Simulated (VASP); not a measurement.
# Zr (P-1) in VASP: single point with PBEsol

Aim: the single point of Zr with PBEsol.

Everything below comes from runs of VASP 6.6.1. Logs are shortened: lines on timing, memory, paths and dates and some standing lists are left out, and cuts for length are marked.

### 1 The cell of the first run

The typed cell holds 2 atoms: a = 3.232 Å, b = 3.232 Å, c = 5.147 Å, α = 90.00°, β = 90.00°, γ = 120.00°.

### 2 Single point, PBEsol (atom 1 (Zr) moved by (-0.600, -0.600) A along [1 1 0] and z)

INCAR

```
PREC     = Accurate       # precision mode
ENCUT    = 500            # plane-wave cutoff, eV
EDIFF    = 1E-6           # SCF threshold, eV
ISMEAR   = 0              # smearing method
SIGMA    = 0.15           # smearing width, eV
LREAL    = F              # projectors in reciprocal space
LASPH    = T              # aspherical terms in the spheres
NELM     = 120            # most SCF steps
ALGO     = Normal         # electronic algorithm
ISIF     = 2              # what is computed and relaxed
LWAVE    = F              # write WAVECAR
LCHARG   = F              # write CHGCAR
GGA      = PS             # functional
NBANDS   = 19             # bands
GGA_COMPAT= F
```

KPOINTS

```
Automatic mesh
0
Gamma
  18 18 10
```

POSCAR

```
Zr
1.0
    3.2319982225      0.0000000000      0.0000000000
   -1.6159991112      2.7989925657      0.0000000000
    0.0000000000      0.0000000000      5.1470000000
Zr
2
Direct
    0.1262747284      0.5150892477      0.1334272392
    0.6666666667      0.3333333333      0.7500000000
```

Potentials or basis: VASP PAW PBE potentials, release 64 (Zr_sv).

Run with:

```console
$ cat potpaw_PBE.64/Zr_sv/POTCAR > POTCAR
$ mpirun -np 1 vasp_std > vasp.out
```

OUTCAR:

```text
PREC = Accurate
   ENCUT = 500
   EDIFF = 1E-6
   ISMEAR = 0
   LREAL = F
   LASPH = T
   NELM = 120
   ISIF = 2
   GGA = PS

 ion  position               nearest neighbor table
   1  0.126  0.515  0.133-   2 2.36   2 2.88   2 3.05   2 3.43   2 3.81   2 3.88
   2  0.667  0.333  0.750-   1 2.36   1 2.88   1 3.05   1 3.43   1 3.81   1 3.88

  LATTYP: Found a hexagonal cell.
 ALAT       =     3.2319982225
 C/A-ratio  =     1.5925132521

  Lattice vectors:

 A1 = (   3.2319982225,   0.0000000000,   0.0000000000)
 A2 = (  -1.6159991112,   2.7989925657,   0.0000000000)
 A3 = (   0.0000000000,   0.0000000000,   5.1470000000)

Analysis of symmetry for initial positions (statically):
=====================================================================
 Subroutine PRICEL returns:
 Original cell was already a primitive cell.

 Routine SETGRP: Setting up the symmetry group for a
 hexagonal supercell.

 Subroutine GETGRP returns: Found  2 space group operations
 (whereof  1 operations were pure point group operations)
 out of a pool of 24 trial point group operations.

The static configuration has the point symmetry C_1 .
 The point group associated with its full space group is S_2 .

Analysis of symmetry for dynamics (positions and initial velocities):
=====================================================================
 Subroutine PRICEL returns:
 Original cell was already a primitive cell.

 Routine SETGRP: Setting up the symmetry group for a
 hexagonal supercell.

 Subroutine GETGRP returns: Found  2 space group operations
 (whereof  1 operations were pure point group operations)
 out of a pool of 24 trial point group operations.

The dynamic configuration has the point symmetry C_1 .
 The point group associated with its full space group is S_2 .

 Subroutine INISYM returns: Found  2 space group operations
 (whereof  1 operations are pure point group operations),
 and found     1 'primitive' translations

----------------------------------------------------------------------------------------

                                     Primitive cell

  volume of cell :      46.5615

  direct lattice vectors                    reciprocal lattice vectors
     3.231998223  0.000000000  0.000000000     0.309406111  0.178635701  0.000000000
[... 75 lines left out ...]
   NGXF,Y,Z  is equivalent  to a cutoff of  24.69, 24.69, 25.84 a.u.
 SYSTEM =  unknown system
   PREC   = accura    normal or accurate (medium, high low for compatibility)
   ISTART =      0    job   : 0-new  1-cont  2-samecut
   ICHARG =      2    charge: 1-file 2-atom 10-const
   ISPIN  =      1    spin polarized calculation?
   LNONCOLLINEAR =      F non collinear calculations
   LSORBIT =      F    spin-orbit coupling
   LASPH  =      T    aspherical Exc in radial PAW
   ENCUT  =  500.0 eV  36.75 Ry    6.06 a.u.   5.89  5.89  9.38*2*pi/ulx,y,z
   NELM   =    120;   NELMIN=  2; NELMDL= -5     # of ELM steps
   EDIFF  = 0.1E-05   stopping-criterion for ELM
   LREAL  =      F    real-space projection
   EDIFFG = 0.1E-04   stopping-criterion for IOM
   NSW    =      0    number of steps for IOM
   IBRION =     -1    ionic relax: 0-MD 1-quasi-New 2-CG
   NFREE  =      0    steps in history (QN), initial steepest desc. (CG)
   ISIF   =      2    stress and relaxation
   ISYM   =      2    0-nonsym 1-usesym 2-fastsym
   POTIM  = 0.5000    time-step for ionic-motion
   TEBEG  =    0.0;   TEEND  =   0.0 temperature during run
   PSTRESS=    0.0 pullay stress
   NELECT =      24.0000    total number of electrons
   NUPDOWN=      -1.0000    fix difference up-down
   EMIN   =  10.00;   EMAX   =-10.00  energy-range for DOS
   EFERMI =   0.00;   METHOD = LEGACY
   ISMEAR =     0;   SIGMA  =   0.15  broadening in eV -4-tet -1-fermi 0-gaus
   EFERMI_NEDOS =   21; number of points for ismear=-14 and -15
   IALGO  =     38    algorithm
   IMIX   =      4    mixing-type and parameters
     AMIX     =   0.40;   BMIX     =  1.00
     AMIX_MAG =   1.60;   BMIX_MAG =  1.00
  volume/ion in A,a.u.               =      23.28       157.11
  Fermi-wavevector in a.u.,A,eV,Ry     =   1.312612  2.480476 23.442147  1.722949
  Thomas-Fermi vector in A             =   2.442992
   LORBIT       =      0    0 simple, 1 ext, 2 COOP (PROOUT), +10 PAW based schemes
   GGA     = PS    functional components
   LHFCALC =     F    Hartree Fock is set to
   AEXX    =    0.0000 exact exchange contribution
   IVDW    =     0    specifies the selected vdW correction
   LEPSILON=     F    determine dielectric tensor
   LRPA    =     F    only Hartree local field effects (RPA)
 non-spin polarized calculation
 Gauss-broadening in eV      SIGMA  =   0.15
  energy-cutoff  :      500.00
  volume of cell :       46.56
 maximum number of plane-waves:      1196
   NGX = 11   NGY = 11   NGZ = 19

 number of electron      24.0000000 magnetization

 Free energy of the ion-electron system (eV)
  ---------------------------------------------------
  ext. energy  EPLUGINS =         0.00000000
  ---------------------------------------------------
  free energy    TOTEN  =       -17.00776554 eV

  energy without entropy =      -16.98297790  energy(sigma->0) =      -16.99537172

 E-fermi :   8.5735     XC(G=0): -11.0436

 val. band max:        8.5734002860   @ k =  -0.3889  -0.1111   0.3000
 cond. band min:       8.5751798438   @ k =  -0.1111   0.5000   0.2000
 fundamental gap:      0.0017795577
 Fermi energy:         8.5735286567

 k-point     1 :       0.0000    0.0000    0.0000
  band No.  band energies     occupation
      1     -40.1910      2.00000
      2     -39.4940      2.00000
      3     -19.4373      2.00000
      4     -17.6979      2.00000
      5     -17.6401      2.00000
      6     -17.4600      2.00000
[... 505 lines left out ...]
      6     -17.6828      2.00000
[... 11 lines left out ...]
     18      13.9227      0.00000
     19      14.5313      0.00000

 [... further k-points ...]
[... 5 lines left out ...]
  --------------------------------------------------------------------------------------
  -------------------------------------------------------------------------------------
  Total        1.8587472     -0.7315832      3.1338467      0.7036410      0.2877429      0.8236434
  in kB       63.9593259    -25.1737141    107.8353887     24.2122257      9.9012062     28.3414953
  external PRESSURE =      48.8736669 kB  Pullay stress =       0.0000000 kB

 VOLUME and BASIS-vectors are now :
 -----------------------------------------------------------------------------
  energy-cutoff  :      500.00
  volume of cell :       46.56
      direct lattice vectors                 reciprocal lattice vectors
     3.231998223  0.000000000  0.000000000     0.309406111  0.178635701  0.000000000
    -1.615999111  2.798992566  0.000000000     0.000000000  0.357271403  0.000000000
     0.000000000  0.000000000  5.147000000     0.000000000  0.000000000  0.194287935

 POSITION                                       TOTAL-FORCE (eV/Angst)
 -----------------------------------------------------------------------------------
     -0.42426      1.44173      0.68675         0.644342      0.195490      3.881598
      1.61600      0.93300      3.86025        -0.644342     -0.195490     -3.881598
 -----------------------------------------------------------------------------------
    total drift:                                0.000000     -0.000000      0.000003

  FREE ENERGIE OF THE ION-ELECTRON SYSTEM (eV)
  ---------------------------------------------------
  free  energy   TOTEN  =       -17.0077655402 eV

  energy  without entropy=      -16.9829779025  energy(sigma->0) =      -16.99537172
```

stdout:

```text
POSCAR found type information on POSCAR Zr
 POSCAR found :  1 types and       2 ions
 scaLAPACK will be used
 -----------------------------------------------------------------------------
|                                                                             |
|                                                                             |
|     You enforced a specific xc type in the INCAR file but a different       |
|     I HOPE YOU KNOW WHAT YOU ARE DOING!                                     |
|                                                                             |
 -----------------------------------------------------------------------------

 LDA part: xc-table for (Slater+PW92), standard interpolation
 POSCAR, INCAR and KPOINTS ok, starting setup
 FFT: planning ... GRIDC
 FFT: planning ... GRID_SOFT
 FFT: planning ... GRID
 WAVECAR not read
 entering main loop
```

Run time: 5 min. Hardware: 1 thread of Intel Xeon 6975P-C (Granite Rapids), shared host; peak memory 1.1 GiB.

Results:

| Quantity | Value |
| --- | --- |
| Free energy | -17.0078 eV |
| Pressure | 4.9 GPa |
| Largest force | 3.940 eV/Å |
| Band gap on the k mesh | zero (bands 12 and 13 overlap by 1.02 eV) |

Forces in eV/Å, atoms in the order of the input:
```
Zr   0.644  0.195  3.882
Zr  -0.644 -0.195 -3.882
```

Stress tensor (GPa, compression positive):
```
 6.40  2.42  2.83
 2.42 -2.52  0.99
 2.83  0.99 10.78
```

Caveat: the cell differs from its parent crystal (atom 1 (Zr) moved by (-0.600, -0.600) A along [1 1 0] and z); the cell stands under pressure; the PAW data sets were made with another functional, which shifts forces and pressure a little.
